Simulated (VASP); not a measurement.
# Ba (a cell with a defect) in VASP: single point with LDA

Aim: the single point of Ba (a cell with a defect) with LDA.

Program: VASP 6.6.1. These are calculated values, not measurements. Logs are shortened: lines on timing, memory, paths and dates and some standing lists are left out, and cuts for length are marked.

## 1. The cell of the first run

The cell holds a defect, 7 atoms: a = 9.143 Å, b = 9.143 Å, c = 9.143 Å, α = 60.00°, β = 60.00°, γ = 60.00°.

## 2. Single point, LDA

File INCAR:

```
SYSTEM = Ba
  PREC = Accurate
  ENCUT = 400
  EDIFF = 1E-6
  ISMEAR = 0
  SIGMA = 0.1
  LREAL = .False.
  LASPH = .True.
  NELM = 120
  ALGO = Normal
  ISIF = 2
  LWAVE = .False.
  LCHARG = .False.
  NBANDS = 44
  GGA_COMPAT = .False.
  ISYM = -1
```

File KPOINTS:

```
explicit points
1
Reciprocal
  0.50000000   0.50000000   0.50000000 1
```

File POSCAR:

```
Ba
1.0
    0.0000000000      6.4653300000      6.4653300000
    6.4653300000      0.0000000000      6.4653300000
    6.4653300000      6.4653300000      0.0000000000
Ba
7
Direct
   -0.1252565608      0.0691400130      0.1281860323
    0.1839855816      0.4111787797     -0.0775351761
   -0.1427446859      0.5675208381      0.6263266531
    0.6837500947     -0.0892172557     -0.0731475424
    0.3511765834      0.0594995924      0.6079439874
    0.3700270520      0.5697310114      0.1129637621
    0.6790618576      0.4121470984      0.4252622836
```

Potentials or basis: VASP PAW LDA potentials, release 64 (Ba_sv).

Started as:

```console
> cat potpaw_LDA.64/Ba_sv/POTCAR > POTCAR
> mpirun -np 1 vasp_std > vasp.out
```

OUTCAR:

```text
SYSTEM = Ba
   PREC = Accurate
   ENCUT = 400
   EDIFF = 1E-6
   ISMEAR = 0
   LREAL = .False.
   LASPH = .True.
   NELM = 120
   ISIF = 2
   ISYM = -1

 ion  position               nearest neighbor table
   1  0.875  0.069  0.128-   4 4.12   7 4.30   2 4.35   6 4.55   3 4.57   5 4.57   3 4.58   6 4.60
                             5 4.60
   2  0.184  0.411  0.922-   6 4.00   3 4.27   1 4.35   7 4.54   5 4.57   4 4.57   4 4.57   7 4.61

   3  0.857  0.568  0.626-   7 4.00   2 4.27   4 4.38   6 4.45   5 4.57   1 4.57   1 4.58   5 4.59
                             6 4.69
   4  0.684  0.911  0.927-   1 4.12   3 4.38   6 4.43   5 4.51   7 4.56   2 4.57   2 4.57   7 4.59

   5  0.351  0.059  0.608-   4 4.51   6 4.56   3 4.57   2 4.57   1 4.57   3 4.59   6 4.60   1 4.60
                             7 4.63
   6  0.370  0.570  0.113-   2 4.00   7 4.25   4 4.43   3 4.45   1 4.55   5 4.56   1 4.60   5 4.60
                             3 4.69
   7  0.679  0.412  0.425-   3 4.00   6 4.25   1 4.30   2 4.54   4 4.56   4 4.59   2 4.61   5 4.63

IMPORTANT INFORMATION: All symmetrisations will be switched off!
NOSYMM: (Re-)initialisation of all symmetry stuff for point group C_1.

----------------------------------------------------------------------------------------

                                     Primitive cell

  volume of cell :     540.5079

  direct lattice vectors                    reciprocal lattice vectors
     0.000000000  6.465330000  6.465330000    -0.077335573  0.077335573  0.077335573
     6.465330000  0.000000000  6.465330000     0.077335573 -0.077335573  0.077335573
     6.465330000  6.465330000  0.000000000     0.077335573  0.077335573 -0.077335573

  length of vectors
     9.143357371  9.143357371  9.143357371     0.133949142  0.133949142  0.133949142

  position of ions in fractional coordinates (direct lattice)
     0.874743439  0.069140013  0.128186032
     0.183985582  0.411178780  0.922464824
     0.857255314  0.567520838  0.626326653
     0.683750095  0.910782744  0.926852458
     0.351176583  0.059499592  0.607943987
     0.370027052  0.569731011  0.112963762
     0.679061858  0.412147098  0.425262284

  ion indices of the primitive-cell ions
   primitive index   ion index
                 1           1
                 2           2
                 3           3
                 4           4
                 5           5
                 6           6
                 7           7

----------------------------------------------------------------------------------------

 KPOINTS: explicit points

Read explicit list of k-points.

 Found      1 k-points:

 Following reciprocal coordinates:
            Coordinates               Weight
  0.500000  0.500000  0.500000      1.000000
   k-points           NKPTS =      1   k-points in BZ     NKDIM =      1   number of bands    NBANDS=     44
   number of dos      NEDOS =    301   number of ions     NIONS =      7
   total plane-waves  NPLWV = 216000
   dimension x,y,z NGX =    60 NGY =   60 NGZ =   60
   dimension x,y,z NGXF=   120 NGYF=  120 NGZF=  120
   ions per type =               7
   NGX,Y,Z   is equivalent  to a cutoff of  10.91, 10.91, 10.91 a.u.
   NGXF,Y,Z  is equivalent  to a cutoff of  21.82, 21.82, 21.82 a.u.
 SYSTEM =  Ba
   PREC   = accura    normal or accurate (medium, high low for compatibility)
   ISTART =      0    job   : 0-new  1-cont  2-samecut
   ICHARG =      2    charge: 1-file 2-atom 10-const
   ISPIN  =      1    spin polarized calculation?
   LNONCOLLINEAR =      F non collinear calculations
   LSORBIT =      F    spin-orbit coupling
   LASPH  =      T    aspherical Exc in radial PAW
   ENCUT  =  400.0 eV  29.40 Ry    5.42 a.u.  14.91 14.91 14.91*2*pi/ulx,y,z
   NELM   =    120;   NELMIN=  2; NELMDL= -5     # of ELM steps
   EDIFF  = 0.1E-05   stopping-criterion for ELM
   LREAL  =      F    real-space projection
   EDIFFG = 0.1E-04   stopping-criterion for IOM
   NSW    =      0    number of steps for IOM
   IBRION =     -1    ionic relax: 0-MD 1-quasi-New 2-CG
   NFREE  =      0    steps in history (QN), initial steepest desc. (CG)
   ISIF   =      2    stress and relaxation
   ISYM   =     -1    0-nonsym 1-usesym 2-fastsym
   POTIM  = 0.5000    time-step for ionic-motion
   TEBEG  =    0.0;   TEEND  =   0.0 temperature during run
   PSTRESS=    0.0 pullay stress
   NELECT =      70.0000    total number of electrons
   NUPDOWN=      -1.0000    fix difference up-down
   EMIN   =  10.00;   EMAX   =-10.00  energy-range for DOS
   EFERMI =   0.00;   METHOD = LEGACY
   ISMEAR =     0;   SIGMA  =   0.10  broadening in eV -4-tet -1-fermi 0-gaus
   EFERMI_NEDOS =   21; number of points for ismear=-14 and -15
   IALGO  =     38    algorithm
   IMIX   =      4    mixing-type and parameters
     AMIX     =   0.40;   BMIX     =  1.00
     AMIX_MAG =   1.60;   BMIX_MAG =  1.00
  volume/ion in A,a.u.               =      77.22       521.08
  Fermi-wavevector in a.u.,A,eV,Ry     =   0.828273  1.565209  9.334088  0.686036
  Thomas-Fermi vector in A             =   1.940621
   LORBIT       =      0    0 simple, 1 ext, 2 COOP (PROOUT), +10 PAW based schemes
   GGA     = CA    functional components
   LHFCALC =     F    Hartree Fock is set to
   AEXX    =    0.0000 exact exchange contribution
   IVDW    =     0    specifies the selected vdW correction
   LEPSILON=     F    determine dielectric tensor
   LRPA    =     F    only Hartree local field effects (RPA)
 non-spin polarized calculation
 Gauss-broadening in eV      SIGMA  =   0.10
  energy-cutoff  :      400.00
  volume of cell :      540.51
 maximum number of plane-waves:      9804
 NGX is ok and might be reduce to    60
   NGX = 29   NGY = 29   NGZ = 29

 number of electron      70.0000000 magnetization

 Free energy of the ion-electron system (eV)
  ---------------------------------------------------
  ext. energy  EPLUGINS =         0.00000000
  ---------------------------------------------------
  free energy    TOTEN  =       -15.89314584 eV

  energy without entropy =      -15.77687324  energy(sigma->0) =      -15.83500954

 E-fermi :   0.5148     XC(G=0):  -6.8848

 val. band max:        0.5067892105   @ k =   0.5000   0.5000   0.5000
 cond. band min:       0.5208934398   @ k =   0.5000   0.5000   0.5000
 fundamental gap:      0.0141042293
 Fermi energy:         0.5147960897

 k-point     1 :       0.5000    0.5000    0.5000
  band No.  band energies     occupation
      1     -28.4168      2.00000
      2     -28.3934      2.00000
      3     -28.3862      2.00000
      4     -28.3441      2.00000
      5     -28.2434      2.00000
      6     -28.2013      2.00000
[... 36 lines left out ...]
     43       1.6451      0.00000
     44       1.8616      0.00000

------------------------ aborting loop because EDIFF is reached ----------------------------------------

  FORCE on cell =-STRESS in cart. coord.  units (eV):
  Direction    XX          YY          ZZ          XY          YZ          ZX
  --------------------------------------------------------------------------------------
  -------------------------------------------------------------------------------------
  Total      -10.7122109    -10.3067877    -11.0183661      2.1172338      2.0564163      2.0003816
  in kB      -31.7532082    -30.5514499    -32.6607155      6.2759187      6.0956432      5.9295447
  external PRESSURE =     -31.6551245 kB  Pullay stress =       0.0000000 kB

 VOLUME and BASIS-vectors are now :
 -----------------------------------------------------------------------------
  energy-cutoff  :      400.00
  volume of cell :      540.51
      direct lattice vectors                 reciprocal lattice vectors
     0.000000000  6.465330000  6.465330000    -0.077335573  0.077335573  0.077335573
     6.465330000  0.000000000  6.465330000     0.077335573 -0.077335573  0.077335573
     6.465330000  6.465330000  0.000000000     0.077335573  0.077335573 -0.077335573

 POSITION                                       TOTAL-FORCE (eV/Angst)
 -----------------------------------------------------------------------------------
      1.27578      6.48427      6.10252        -0.053075     -0.228496     -0.029469
      8.62245      7.15357      3.84793         0.016835      0.074723     -0.033773
      7.71862      9.59185      9.21165        -0.007328      0.000077      0.060737
     11.88092     10.41308     10.30918         0.012774      0.054868     -0.025201
      4.31524      6.20103      2.65516        -0.001754      0.002369      0.042770
      4.41385      3.12270      6.07585         0.012235      0.002831      0.019035
      5.41413      7.13982      7.05503         0.020313      0.093628     -0.034100
 -----------------------------------------------------------------------------------
    total drift:                               -0.000146     -0.000140     -0.000426

  FREE ENERGIE OF THE ION-ELECTRON SYSTEM (eV)
  ---------------------------------------------------
  free  energy   TOTEN  =       -15.8931458365 eV

  energy  without entropy=      -15.7768732412  energy(sigma->0) =      -15.83500954
```

stdout:

```text
POSCAR found type information on POSCAR Ba
 POSCAR found :  1 types and       7 ions
 scaLAPACK will be used
 LDA part: xc-table for (Slater(with rela. corr.)+CA(PZ))
 , standard interpolation
 POSCAR, INCAR and KPOINTS ok, starting setup
 FFT: planning ... GRIDC
 FFT: planning ... GRID_SOFT
 FFT: planning ... GRID
 WAVECAR not read
 entering main loop
```

It took 24 s on 1 thread of Intel Xeon Platinum 8559C (Emerald Rapids), shared host; peak memory 0.34 GiB.

What came out:

```yaml
Free_energy: -15.8931 eV
Pressure: -3.2 GPa
Largest_force: 0.236 eV/Å
```

Forces in eV/Å, atoms in the order of the input:
```
Ba  -0.053 -0.228 -0.029
Ba   0.017  0.075 -0.034
Ba  -0.007  0.000  0.061
Ba   0.013  0.055 -0.025
Ba  -0.002  0.002  0.043
Ba   0.012  0.003  0.019
Ba   0.020  0.094 -0.034
```

Stress tensor (GPa, compression positive):
```
-3.18  0.63  0.59
 0.63 -3.06  0.61
 0.59  0.61 -3.27
```

Caveat: spin-orbit coupling is left out, which moves the levels of the heavy elements.
